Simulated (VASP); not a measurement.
# Pd (Fm-3m) in VASP: notebook

The runs below take Pd through single point, with r2SCAN.

Everything below comes from runs of VASP 6.6.1. Logs are shortened: lines on timing, memory, paths and dates and some standing lists are left out, and cuts for length are marked.

## (1) The cell of the first run

The structure is cubic, space group Fm-3m (No. 225). The conventional cell has a = 3.912 Å, b = 3.912 Å, c = 3.912 Å, α = 90.00°, β = 90.00°, γ = 90.00°. Within 3.6 Å of Pd (site symmetry m-3m) lie 12 Pd at 2.77 Å.

## (2) Single point, r2SCAN

Contents of POSCAR:

```
Pd
1.0
    0.0000000000      1.9558504376      1.9558504376
    1.9558504376      0.0000000000      1.9558504376
    1.9558504376      1.9558504376      0.0000000000
Pd
1
Direct
    0.0000000000      0.0000000000      0.0000000000
```

Contents of INCAR.step1:

```
SYSTEM = Pd
ALGO     = Normal         ! electronic algorithm
EDIFF    = 1E-4           ! SCF threshold, eV
ENCUT    = 520            ! plane-wave cutoff, eV
GGA      = PE             ! functional
ISMEAR   = 1              ! smearing method
LASPH    = .True.         ! aspherical terms in the spheres
LCHARG   = .False.        ! write CHGCAR
LREAL    = .False.        ! projectors in reciprocal space
LWAVE    = .True.         ! write WAVECAR
NBANDS   = 11             ! bands
NELM     = 60             ! most SCF steps
PREC     = Accurate       ! precision mode
SIGMA    = 0.6            ! smearing width, eV
```

Contents of INCAR.step2:

```
SYSTEM = Pd
ALGO     = Normal         ! electronic algorithm
EDIFF    = 1E-6           ! SCF threshold, eV
ENCUT    = 520            ! plane-wave cutoff, eV
ISIF     = 2              ! what is computed and relaxed
ISMEAR   = 1              ! smearing method
ISTART   = 1            
LASPH    = .True.         ! aspherical terms in the spheres
LCHARG   = .True.         ! write CHGCAR
LELF     = .True.         ! ELF
LMIXTAU  = .True.       
LREAL    = .False.        ! projectors in reciprocal space
LVHAR    = .True.       
LWAVE    = .False.        ! write WAVECAR
METAGGA  = R2SCAN         ! meta-GGA
NBANDS   = 11             ! bands
NELM     = 60             ! most SCF steps
PREC     = Accurate       ! precision mode
SIGMA    = 0.6            ! smearing width, eV
```

Contents of KPOINTS:

```
k-points
0
Gamma
  14 14 14
  0 0 0
```

Potentials or basis: VASP PAW PBE potentials, release 64 (Pd).

Started as:

```
cat potpaw_PBE.64/Pd/POTCAR > POTCAR
cp INCAR.step1 INCAR
mpirun -np 1 vasp_std > vasp.out
cp INCAR.step2 INCAR
mpirun -np 1 vasp_std > vasp.out
```

OUTCAR:

```text
SYSTEM = Pd
   EDIFF = 1E-6
   ENCUT = 520
   ISIF = 2
   ISMEAR = 1
   ISTART = 1
   LASPH = .True.
   LREAL = .False.
   METAGGA = R2SCAN
   NELM = 60
   PREC = Accurate

 ion  position               nearest neighbor table
   1  0.000  0.000  0.000-

  LATTYP: Found a face centered cubic cell.
 ALAT       =     3.9117008752

  Lattice vectors:

 A1 = (   0.0000000000,   1.9558504376,   1.9558504376)
 A2 = (   1.9558504376,   0.0000000000,   1.9558504376)
 A3 = (   1.9558504376,   1.9558504376,   0.0000000000)

Analysis of symmetry for initial positions (statically):
=====================================================================
 Subroutine PRICEL returns:
 Original cell was already a primitive cell.

 Routine SETGRP: Setting up the symmetry group for a
 face centered cubic supercell.

 Subroutine GETGRP returns: Found 48 space group operations
 (whereof 48 operations were pure point group operations)
 out of a pool of 48 trial point group operations.

The static configuration has the point symmetry O_h .

Analysis of symmetry for dynamics (positions and initial velocities):
=====================================================================
 Subroutine PRICEL returns:
 Original cell was already a primitive cell.

 Routine SETGRP: Setting up the symmetry group for a
 face centered cubic supercell.

 Subroutine GETGRP returns: Found 48 space group operations
 (whereof 48 operations were pure point group operations)
 out of a pool of 48 trial point group operations.

The dynamic configuration has the point symmetry O_h .

 Subroutine INISYM returns: Found 48 space group operations
 (whereof 48 operations are pure point group operations),
 and found     1 'primitive' translations

----------------------------------------------------------------------------------------

                                     Primitive cell

  volume of cell :      14.9636

  direct lattice vectors                    reciprocal lattice vectors
     0.000000000  1.955850438  1.955850438    -0.255643269  0.255643269  0.255643269
     1.955850438  0.000000000  1.955850438     0.255643269 -0.255643269  0.255643269
     1.955850438  1.955850438  0.000000000     0.255643269  0.255643269 -0.255643269

  length of vectors
     2.765990215  2.765990215  2.765990215     0.442787131  0.442787131  0.442787131

  position of ions in fractional coordinates (direct lattice)
     0.000000000  0.000000000  0.000000000

  ion indices of the primitive-cell ions
   primitive index   ion index
                 1           1

----------------------------------------------------------------------------------------

 KPOINTS: k-points

Automatic generation of k-mesh.
 Grid dimensions read from file:
 generate k-points for:   14   14   14

 Generating k-lattice:

  Cartesian coordinates                     Fractional coordinates (reciprocal lattice)
    -0.018260234  0.018260234  0.018260234     0.071428571  0.000000000  0.000000000
     0.018260234 -0.018260234  0.018260234     0.000000000  0.071428571  0.000000000
     0.018260234  0.018260234 -0.018260234     0.000000000  0.000000000  0.071428571

  Length of vectors
     0.031627652  0.031627652  0.031627652

  Shift w.r.t. Gamma in fractional coordinates (k-lattice)
     0.000000000  0.000000000  0.000000000

 Subroutine IBZKPT returns following result:
 ===========================================

 Found    104 irreducible k-points:

 Following reciprocal coordinates:
            Coordinates               Weight
  0.000000  0.000000  0.000000      1.000000
  0.071429  0.000000  0.000000      8.000000
  0.142857  0.000000  0.000000      8.000000
  0.214286  0.000000  0.000000      8.000000
  0.285714  0.000000  0.000000      8.000000
  0.357143  0.000000  0.000000      8.000000
[... 16 lines left out ...]
  0.214286  0.142857  0.000000     24.000000
  0.285714  0.142857  0.000000     24.000000
 [... further k-points ...]
   k-points           NKPTS =    104   k-points in BZ     NKDIM =    104   number of bands    NBANDS=     11
   number of dos      NEDOS =    301   number of ions     NIONS =      1
   total plane-waves  NPLWV =  13824
   dimension x,y,z NGX =    24 NGY =   24 NGZ =   24
   dimension x,y,z NGXF=    48 NGYF=   48 NGZF=   48
   ions per type =               1
   NGX,Y,Z   is equivalent  to a cutoff of  14.42, 14.42, 14.42 a.u.
   NGXF,Y,Z  is equivalent  to a cutoff of  28.85, 28.85, 28.85 a.u.
 SYSTEM =  Pd
   PREC   = accura    normal or accurate (medium, high low for compatibility)
   ISTART =      1    job   : 0-new  1-cont  2-samecut
   ICHARG =      0    charge: 1-file 2-atom 10-const
   ISPIN  =      1    spin polarized calculation?
   LNONCOLLINEAR =      F non collinear calculations
   LSORBIT =      F    spin-orbit coupling
   LASPH  =      T    aspherical Exc in radial PAW
   ENCUT  =  520.0 eV  38.22 Ry    6.18 a.u.   5.14  5.14  5.14*2*pi/ulx,y,z
   NELM   =     60;   NELMIN=  2; NELMDL=  0     # of ELM steps
   EDIFF  = 0.1E-05   stopping-criterion for ELM
   LREAL  =      F    real-space projection
   EDIFFG = 0.1E-04   stopping-criterion for IOM
   NSW    =      0    number of steps for IOM
   IBRION =     -1    ionic relax: 0-MD 1-quasi-New 2-CG
   NFREE  =      0    steps in history (QN), initial steepest desc. (CG)
   ISIF   =      2    stress and relaxation
   ISYM   =      2    0-nonsym 1-usesym 2-fastsym
   POTIM  = 0.5000    time-step for ionic-motion
   TEBEG  =    0.0;   TEEND  =   0.0 temperature during run
   PSTRESS=    0.0 pullay stress
   NELECT =      10.0000    total number of electrons
   NUPDOWN=      -1.0000    fix difference up-down
   EMIN   =  10.00;   EMAX   =-10.00  energy-range for DOS
   EFERMI =   0.00;   METHOD = LEGACY
   ISMEAR =     1;   SIGMA  =   0.60  broadening in eV -4-tet -1-fermi 0-gaus
   EFERMI_NEDOS =   21; number of points for ismear=-14 and -15
   IALGO  =     38    algorithm
   IMIX   =      4    mixing-type and parameters
     AMIX     =   0.40;   BMIX     =  1.00
     AMIX_MAG =   1.60;   BMIX_MAG =  1.00
  volume/ion in A,a.u.               =      14.96       100.98
  Fermi-wavevector in a.u.,A,eV,Ry     =   1.431295  2.704756 27.872973  2.048606
  Thomas-Fermi vector in A             =   2.551047
   LORBIT       =      0    0 simple, 1 ext, 2 COOP (PROOUT), +10 PAW based schemes
   METAGGA = R2SCAN    functional components
   LHFCALC =     F    Hartree Fock is set to
   AEXX    =    0.0000 exact exchange contribution
   IVDW    =     0    specifies the selected vdW correction
   LEPSILON=     F    determine dielectric tensor
   LRPA    =     F    only Hartree local field effects (RPA)
 non-spin polarized calculation
 Methfessel and Paxton  Order N= 1 SIGMA  =   0.60
  energy-cutoff  :      520.00
  volume of cell :       14.96
 maximum number of plane-waves:       415
 NGX is ok and might be reduce to    24
   NGX = 11   NGY = 11   NGZ = 11

 number of electron       9.9999998 magnetization

 Free energy of the ion-electron system (eV)
  ---------------------------------------------------
  ext. energy  EPLUGINS =         0.00000000
  ---------------------------------------------------
  free energy    TOTEN  =       -22.96658188 eV

  energy without entropy =      -22.91946781  energy(sigma->0) =      -22.95087719

 E-fermi :   9.4125     XC(G=0): -14.0272

 val. band max:        9.4072148298   @ k =  -0.4286   0.3571   0.0714
 cond. band min:       9.4286206699   @ k =  -0.2857   0.4286   0.1429
 fundamental gap:      0.0214058402
 Fermi energy:         9.4125457977

 k-point     1 :       0.0000    0.0000    0.0000
  band No.  band energies     occupation
      1       2.2927      2.00000
      2       6.5177      2.00000
      3       6.5177      2.00000
      4       6.5177      2.00000
      5       8.0913      2.00789
      6       8.0913      2.00789
      7      27.3860      0.00000
      8      31.8656      0.00000
      9      32.2854      0.00000
     10      32.2854      0.00000
     11      32.2854      0.00000

 k-point     2 :       0.0714    0.0000    0.0000
  band No.  band energies     occupation
      1       2.4818      2.00000
      2       6.4532      2.00000
      3       6.5821      2.00000
      4       6.5821      2.00000
      5       8.0619      2.00654
      6       8.0619      2.00654
      7      27.5702      0.00000
      8      31.0632      0.00000
      9      31.8933      0.00000
     10      32.4917      0.00000
     11      32.4917      0.00000

 k-point     3 :       0.1429    0.0000    0.0000
  band No.  band energies     occupation
      1       3.0095      2.00000
      2       6.3202      2.00000
      3       6.7297      2.00000
      4       6.7297      2.00000
      5       8.0235      2.00508
      6       8.0235      2.00508
      7      27.7190      0.00000
      8      29.0668      0.00000
      9      31.8853      0.00000
     10      33.0478      0.00000
     11      33.0478      0.00000

 k-point     4 :       0.2143    0.0000    0.0000
  band No.  band energies     occupation
      1       3.6992      2.00000
      2       6.3404      2.00000
      3       6.8183      2.00000
      4       6.8183      2.00000
      5       8.1232      2.00960
      6       8.1232      2.00960
      7      25.8096      0.00000
      8      28.6147      0.00000
      9      31.8796      0.00000
     10      33.7034      0.00000
     11      33.7034      0.00000
[... 239 lines left out ...]
 k-point    22 :       0.1429    0.1429    0.0000
  band No.  band energies     occupation
      1       3.2516      2.00000
      2       6.0158      2.00000
      3       6.9656      2.00000
      4       6.9656      2.00000
      5       7.6167      2.00019
      6       8.2992      2.02478
      7      28.3584      0.00000
      8      30.1231      0.00000
      9      31.1663      0.00000
     10      31.1663      0.00000
     11      31.8827      0.00000

 k-point    23 :       0.2143    0.1429    0.0000
  band No.  band energies     occupation
      1       3.8060      2.00000
      2       5.8051      2.00000
      3       7.0528      2.00000
      4       7.1691      2.00000
      5       7.6619      2.00029
      6       8.4247      2.04187
      7      27.9293      0.00000
      8      29.0095      0.00000
      9      30.5069      0.00000
     10      31.5194      0.00000
     11      31.8620      0.00000

 k-point    24 :       0.2857    0.1429    0.0000
  band No.  band energies     occupation
      1       4.4026      2.00000
      2       5.7634      2.00000
      3       6.8072      2.00000
      4       7.2406      2.00000
      5       8.3145      2.02661
      6       8.6780      2.07092
      7      25.3574      0.00000
      8      28.7942      0.00000
      9      29.9325      0.00000
     10      31.7019      0.00000
     11      32.0842      0.00000

 [... further k-points ...]
[... 5 lines left out ...]
  --------------------------------------------------------------------------------------
  -------------------------------------------------------------------------------------
  Total        0.0410366      0.0410366      0.0410366     -0.0000000      0.0000000     -0.0000000
  in kB        4.3938501      4.3938501      4.3938501     -0.0000000      0.0000000     -0.0000000
  external PRESSURE =       4.3938501 kB  Pullay stress =       0.0000000 kB

 VOLUME and BASIS-vectors are now :
 -----------------------------------------------------------------------------
  energy-cutoff  :      520.00
  volume of cell :       14.96
      direct lattice vectors                 reciprocal lattice vectors
     0.000000000  1.955850438  1.955850438    -0.255643269  0.255643269  0.255643269
     1.955850438  0.000000000  1.955850438     0.255643269 -0.255643269  0.255643269
     1.955850438  1.955850438  0.000000000     0.255643269  0.255643269 -0.255643269

 POSITION                                       TOTAL-FORCE (eV/Angst)
 -----------------------------------------------------------------------------------
      0.00000      0.00000      0.00000         0.000000      0.000000      0.000000
 -----------------------------------------------------------------------------------
    total drift:                               -0.000000      0.000000      0.000000

  FREE ENERGIE OF THE ION-ELECTRON SYSTEM (eV)
  ---------------------------------------------------
  free  energy   TOTEN  =       -22.9665818825 eV

  energy  without entropy=      -22.9194678147  energy(sigma->0) =      -22.95087719
```

Run time: 31 s. Hardware: 1 thread of Intel Xeon Platinum 8559C (Emerald Rapids), shared host; peak memory 0.15 GiB.

What came out:

```
Free energy            : -22.9666 eV
Pressure               : 0.4 GPa
Band gap on the k mesh : zero (band 5 reaches 9.67 eV, above the bottom of band 6 at 8.02 eV)
```

Caveat: the PAW data sets were made with another functional, which shifts forces and pressure a little.

(Continued in part 2 of 3.)
